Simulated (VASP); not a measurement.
# Cu in VASP: notebook

The runs below take Cu through single point, with PBE.

Everything below comes from runs of VASP 6.6.1. Logs are shortened: lines on timing, memory, paths and dates and some standing lists are left out, and cuts for length are marked.

### 1 The cell of the first run

The cell holds a slab with vacuum, 5 atoms: a = 2.567 Å, b = 2.567 Å, c = 24.382 Å, α = 90.00°, β = 90.00°, γ = 120.00°.

### 2 Single point, PBE

Input file INCAR:

```
SYSTEM = Cu
ALGO = Normal
DIPOL = 0.5 0.5 0.500
EDIFF = 1E-7
ENCUT = 520
GGA = PE
IDIPOL = 3
ISIF = 2
ISMEAR = -1
LASPH = .TRUE.
LCHARG = .FALSE.
LDIPOL = .TRUE.
LREAL = .FALSE.
LWAVE = .FALSE.
NBANDS = 36
NELM = 60
PREC = Accurate
SIGMA = 0.1
```

Input file KPOINTS:

```
k-points
0
G
  15 15 1
  0 0 0
```

Input file POSCAR:

```
Cu
1.0
    2.5665139635      0.0000000000      0.0000000000
   -1.2832569818      2.2226662916      0.0000000000
    0.0000000000      0.0000000000     24.3822000000
Cu
5
Direct
    0.8333333330      0.1666666670      0.3281082204
    0.1666666670      0.8333333330      0.4140541100
    0.5000000000      0.5000000000      0.5000000000
    0.8333333330      0.1666666670      0.5859458900
    0.1666666670      0.8333333330      0.6718917796
```

Potentials or basis: VASP PAW PBE potentials, release 64 (Cu).

Launch:

```bash
> cat potpaw_PBE.64/Cu/POTCAR > POTCAR
> mpirun -np 1 vasp_std > vasp.out
```

OUTCAR:

```text
SYSTEM = Cu
   EDIFF = 1E-7
   ENCUT = 520
   GGA = PE
   ISIF = 2
   ISMEAR = -1
   LASPH = .TRUE.
   LREAL = .FALSE.
   NELM = 60
   PREC = Accurate

 ion  position               nearest neighbor table
   1  0.833  0.167  0.328-   2 2.57   2 2.57   2 2.57
   2  0.167  0.833  0.414-   1 2.57   1 2.57   1 2.57   3 2.57   3 2.57   3 2.57
   3  0.500  0.500  0.500-   2 2.57   4 2.57   2 2.57   4 2.57   2 2.57   4 2.57
   4  0.833  0.167  0.586-   5 2.57   5 2.57   5 2.57   3 2.57   3 2.57   3 2.57
   5  0.167  0.833  0.672-   4 2.57   4 2.57   4 2.57

  LATTYP: Found a hexagonal cell.
 ALAT       =     2.5665139635
 C/A-ratio  =     9.5001236489

  Lattice vectors:

 A1 = (   2.5665139635,   0.0000000000,   0.0000000000)
 A2 = (  -1.2832569818,   2.2226662916,   0.0000000000)
 A3 = (   0.0000000000,   0.0000000000,  24.3822000000)

Analysis of symmetry for initial positions (statically):
=====================================================================
 Subroutine PRICEL returns:
 Original cell was already a primitive cell.

 Routine SETGRP: Setting up the symmetry group for a
 hexagonal supercell.

 Subroutine GETGRP returns: Found 12 space group operations
 (whereof  4 operations were pure point group operations)
 out of a pool of 24 trial point group operations.

The static configuration has the point symmetry C_2h.
 The point group associated with its full space group is D_3d.

Analysis of symmetry for dynamics (positions and initial velocities):
=====================================================================
 Subroutine PRICEL returns:
 Original cell was already a primitive cell.

 Routine SETGRP: Setting up the symmetry group for a
 hexagonal supercell.

 Subroutine GETGRP returns: Found 12 space group operations
 (whereof  4 operations were pure point group operations)
 out of a pool of 24 trial point group operations.

The dynamic configuration has the point symmetry C_2h.
 The point group associated with its full space group is D_3d.

 Subroutine INISYM returns: Found 12 space group operations
 (whereof  4 operations are pure point group operations),
 and found     1 'primitive' translations

----------------------------------------------------------------------------------------

                                     Primitive cell

  volume of cell :     139.0884

  direct lattice vectors                    reciprocal lattice vectors
     2.566513963  0.000000000  0.000000000     0.389633571  0.224955047  0.000000000
    -1.283256982  2.222666292  0.000000000     0.000000000  0.449910094  0.000000000
     0.000000000  0.000000000 24.382200000     0.000000000  0.000000000  0.041013526

  length of vectors
     2.566513963  2.566513964 24.382200000     0.449910094  0.449910094  0.041013526

  position of ions in fractional coordinates (direct lattice)
     0.833333333  0.166666667  0.328108220
     0.166666667  0.833333333  0.414054110
     0.500000000  0.500000000  0.500000000
     0.833333333  0.166666667  0.585945890
     0.166666667  0.833333333  0.671891780

  ion indices of the primitive-cell ions
   primitive index   ion index
                 1           1
                 2           2
                 3           3
                 4           4
                 5           5

----------------------------------------------------------------------------------------

 KPOINTS: k-points

Automatic generation of k-mesh.
 Grid dimensions read from file:
 generate k-points for:   15   15    1

 Generating k-lattice:

  Cartesian coordinates                     Fractional coordinates (reciprocal lattice)
     0.025975571  0.014997003  0.000000000     0.066666667  0.000000000  0.000000000
     0.000000000  0.029994006  0.000000000     0.000000000  0.066666667  0.000000000
     0.000000000  0.000000000  0.041013526     0.000000000  0.000000000  1.000000000

  Length of vectors
     0.029994006  0.029994006  0.041013526

  Shift w.r.t. Gamma in fractional coordinates (k-lattice)
     0.000000000  0.000000000  0.000000000

 Subroutine IBZKPT returns following result:
 ===========================================

 Found     27 irreducible k-points:

 Following reciprocal coordinates:
            Coordinates               Weight
  0.000000  0.000000  0.000000      1.000000
  0.066667 -0.000000  0.000000      6.000000
  0.133333  0.000000  0.000000      6.000000
  0.200000  0.000000  0.000000      6.000000
  0.266667  0.000000  0.000000      6.000000
  0.333333  0.000000  0.000000      6.000000
[... 16 lines left out ...]
  0.333333  0.200000  0.000000     12.000000
  0.400000  0.200000  0.000000      6.000000
 [... further k-points ...]
   k-points           NKPTS =     27   k-points in BZ     NKDIM =     27   number of bands    NBANDS=     36
   number of dos      NEDOS =    301   number of ions     NIONS =      5
   total plane-waves  NPLWV =  76800
   dimension x,y,z NGX =    20 NGY =   20 NGZ =  192
   dimension x,y,z NGXF=    40 NGYF=   40 NGZF=  384
   ions per type =               5
   NGX,Y,Z   is equivalent  to a cutoff of  12.95, 12.95, 13.09 a.u.
   NGXF,Y,Z  is equivalent  to a cutoff of  25.91, 25.91, 26.18 a.u.
 SYSTEM =  Cu
   PREC   = accura    normal or accurate (medium, high low for compatibility)
   ISTART =      0    job   : 0-new  1-cont  2-samecut
   ICHARG =      2    charge: 1-file 2-atom 10-const
   ISPIN  =      1    spin polarized calculation?
   LNONCOLLINEAR =      F non collinear calculations
   LSORBIT =      F    spin-orbit coupling
   LASPH  =      T    aspherical Exc in radial PAW
   ENCUT  =  520.0 eV  38.22 Ry    6.18 a.u.   4.77  4.77 45.33*2*pi/ulx,y,z
   NELM   =     60;   NELMIN=  2; NELMDL= -5     # of ELM steps
   EDIFF  = 0.1E-06   stopping-criterion for ELM
   LREAL  =      F    real-space projection
   EDIFFG = 0.1E-05   stopping-criterion for IOM
   NSW    =      0    number of steps for IOM
   IBRION =     -1    ionic relax: 0-MD 1-quasi-New 2-CG
   NFREE  =      0    steps in history (QN), initial steepest desc. (CG)
   ISIF   =      2    stress and relaxation
   ISYM   =      2    0-nonsym 1-usesym 2-fastsym
   POTIM  = 0.5000    time-step for ionic-motion
   TEBEG  =    0.0;   TEEND  =   0.0 temperature during run
   PSTRESS=    0.0 pullay stress
   NELECT =      55.0000    total number of electrons
   NUPDOWN=      -1.0000    fix difference up-down
   EMIN   =  10.00;   EMAX   =-10.00  energy-range for DOS
   EFERMI =   0.00;   METHOD = LEGACY
   ISMEAR =    -1;   SIGMA  =   0.10  broadening in eV -4-tet -1-fermi 0-gaus
   EFERMI_NEDOS =   21; number of points for ismear=-14 and -15
   IALGO  =     38    algorithm
   IMIX   =      4    mixing-type and parameters
     AMIX     =   0.40;   BMIX     =  1.00
     AMIX_MAG =   1.60;   BMIX_MAG =  1.00
  volume/ion in A,a.u.               =      27.82       187.72
  Fermi-wavevector in a.u.,A,eV,Ry     =   1.201615  2.270724 19.645172  1.443879
  Thomas-Fermi vector in A             =   2.337419
   LORBIT       =      0    0 simple, 1 ext, 2 COOP (PROOUT), +10 PAW based schemes
   GGA     = PE    functional components
[... 5 lines left out ...]
 non-spin polarized calculation
  energy-cutoff  :      520.00
  volume of cell :      139.09
 maximum number of plane-waves:      3778
 NGX is ok and might be reduce to    20
   NGX =  9   NGY =  9   NGZ = 91

 dipolmoment           0.000000      0.000000     -0.000000 electrons x Angstroem

 number of electron      54.9999972 magnetization

 dipolmoment           0.000000      0.000000      0.000000 electrons x Angstroem

 Free energy of the ion-electron system (eV)
  ---------------------------------------------------
  ext. energy  EPLUGINS =         0.00000000
  ---------------------------------------------------
  free energy    TOTEN  =       -17.75680225 eV

  energy without entropy =      -17.71169670  energy(sigma->0) =      -17.73424948

 E-fermi :   0.5295     XC(G=0):  -6.1881

 val. band max:        0.5262753500   @ k =   0.2667   0.0667   0.0000
 cond. band min:       0.6181821049   @ k =   0.4667   0.0000   0.0000
 fundamental gap:      0.0919067549
 Fermi energy:         0.5295069946

 k-point     1 :       0.0000    0.0000    0.0000
  band No.  band energies     occupation
      1      -8.4739      2.00000
      2      -7.5731      2.00000
      3      -6.2833      2.00000
      4      -5.0170      2.00000
      5      -4.5489      2.00000
      6      -2.6319      2.00000
[... 28 lines left out ...]
     35       6.8253      0.00000
     36       7.1300      0.00000

 k-point     2 :       0.0667   -0.0000    0.0000
  band No.  band energies     occupation
      1      -8.3325      2.00000
      2      -7.4357      2.00000
      3      -6.1533      2.00000
      4      -4.9002      2.00000
      5      -4.4537      2.00000
      6      -2.6827      2.00000
[... 28 lines left out ...]
     35       6.9505      0.00000
     36       7.2558      0.00000

 k-point     3 :       0.1333    0.0000    0.0000
  band No.  band energies     occupation
      1      -7.9147      2.00000
      2      -7.0326      2.00000
      3      -5.7781      2.00000
      4      -4.5726      2.00000
      5      -4.1905      2.00000
      6      -2.8461      2.00000
[... 28 lines left out ...]
     35       7.3310      0.00000
     36       7.6336      0.00000
[... 742 lines left out ...]
 k-point    23 :       0.3333    0.2000    0.0000
  band No.  band energies     occupation
      1      -3.9581      2.00000
      2      -3.8486      2.00000
      3      -3.6654      2.00000
      4      -3.5245      2.00000
      5      -3.4726      2.00000
      6      -3.2571      2.00000
[... 28 lines left out ...]
     35       8.4393      0.00000
     36       9.0084      0.00000

 k-point    24 :       0.4000    0.2000    0.0000
  band No.  band energies     occupation
      1      -3.8726      2.00000
      2      -3.8339      2.00000
      3      -3.5838      2.00000
      4      -3.5355      2.00000
      5      -3.4392      2.00000
      6      -3.2273      2.00000
[... 28 lines left out ...]
     35       8.0880      0.00000
     36       8.9684      0.00000

 [... further k-points ...]

------------------------ aborting loop because EDIFF is reached ----------------------------------------

 vacuum level on the upper side and lower side of the slab       (xc-potential included)        -0.116        -0.116

  FORCE on cell =-STRESS in cart. coord.  units (eV):
  Direction    XX          YY          ZZ          XY          YZ          ZX
  --------------------------------------------------------------------------------------
  -------------------------------------------------------------------------------------
  Total       -1.1323809     -1.1323809     -0.1936788      0.0000000      0.0000000      0.0000000
  in kB      -13.0440467    -13.0440467     -2.2310120      0.0000000      0.0000000      0.0000000
  external PRESSURE =      -9.4397018 kB  Pullay stress =       0.0000000 kB

 VOLUME and BASIS-vectors are now :
 -----------------------------------------------------------------------------
  energy-cutoff  :      520.00
  volume of cell :      139.09
      direct lattice vectors                 reciprocal lattice vectors
     2.566513963  0.000000000  0.000000000     0.389633571  0.224955047  0.000000000
    -1.283256982  2.222666292  0.000000000     0.000000000  0.449910094  0.000000000
     0.000000000  0.000000000 24.382200000     0.000000000  0.000000000  0.041013526

 POSITION                                       TOTAL-FORCE (eV/Angst)
 -----------------------------------------------------------------------------------
      1.92489      0.37044      8.00000        -0.000000      0.000000      0.042290
     -0.64163      1.85222     10.09555         0.000000      0.000000     -0.047172
      0.64163      1.11133     12.19110        -0.000000     -0.000000      0.000000
      1.92489      0.37044     14.28665        -0.000000      0.000000      0.047172
     -0.64163      1.85222     16.38220         0.000000     -0.000000     -0.042290
 -----------------------------------------------------------------------------------
    total drift:                               -0.000000     -0.000000     -0.000000

  FREE ENERGIE OF THE ION-ELECTRON SYSTEM (eV)
  ---------------------------------------------------
  free  energy   TOTEN  =       -17.7568022511 eV

  energy  without entropy=      -17.7116966995  energy(sigma->0) =      -17.73424948

 vacuum level on the upper side and lower side of the slab         5.223         5.223
```

Wall time 2.8 min (1 thread of Intel Xeon 6975P-C (Granite Rapids), shared host); peak memory 0.31 GiB.

Results:

| Quantity | Value |
| --- | --- |
| Free energy | -17.7568 eV |
| Largest force | 0.047 eV/Å |

Forces in eV/Å, atoms in the order of the input:
```
Cu   0.000  0.000  0.042
Cu   0.000  0.000 -0.047
Cu   0.000  0.000  0.000
Cu   0.000  0.000  0.047
Cu   0.000  0.000 -0.042
```

### 3 Single point, PBE

Input file INCAR:

```
ALGO = Normal
DIPOL = 0.5 0.5 0.500
EDIFF = 1E-7
ENCUT = 520
GGA = PE
IDIPOL = 3
ISIF = 2
ISMEAR = -1
LASPH = True
LCHARG = True
LDIPOL = True
LELF = True
LREAL = False
LVACPOTAV = True
LVHAR = True
LWAVE = False
NBANDS = 36
NELM = 100
PREC = Accurate
SIGMA = 0.1
```

Input file KPOINTS:

```
k-points
0
Gamma
  15 15 1
```

Input file POSCAR:

```
Cu
1.0
    2.5665139635      0.0000000000      0.0000000000
   -1.2832569818      2.2226662916      0.0000000000
    0.0000000000      0.0000000000     24.3822000000
Cu
5
Direct
    0.8333333333      0.1666666667      0.3289492305
    0.1666666667      0.8333333333      0.4141867610
    0.5000000000      0.5000000000      0.4999999962
    0.8333333333      0.1666666667      0.5858132363
    0.1666666667      0.8333333333      0.6710507761
```

Potentials or basis: VASP PAW PBE potentials, release 64 (Cu).

Launch:

```bash
> cat potpaw_PBE.64/Cu/POTCAR > POTCAR
> mpirun -np 1 vasp_std > vasp.out
```

Wall time 2.1 min (1 thread of Intel Xeon 6975P-C (Granite Rapids), shared host); peak memory 0.31 GiB.

It converged, with:

| Quantity | Value |
| --- | --- |
| Free energy | -17.7572 eV |
| Largest force | 0.019 eV/Å |

Forces on the atoms (eV/Å):
```
Cu   0.000  0.000 -0.019
Cu   0.000  0.000  0.000
Cu   0.000  0.000  0.000
Cu   0.000  0.000  0.000
Cu   0.000  0.000  0.019
```

Levels at points of the mesh, in eV from the Fermi level:
```tsv
k point	band 24	band 25	band 26	band 27	band 28	band 29	band 30	band 31	band 32	band 33
(0.00, 0.00, 0.00)	-1.96	-1.96	-1.70	-1.70	-1.63	-1.63	-0.97	-0.27	4.15	4.57
```
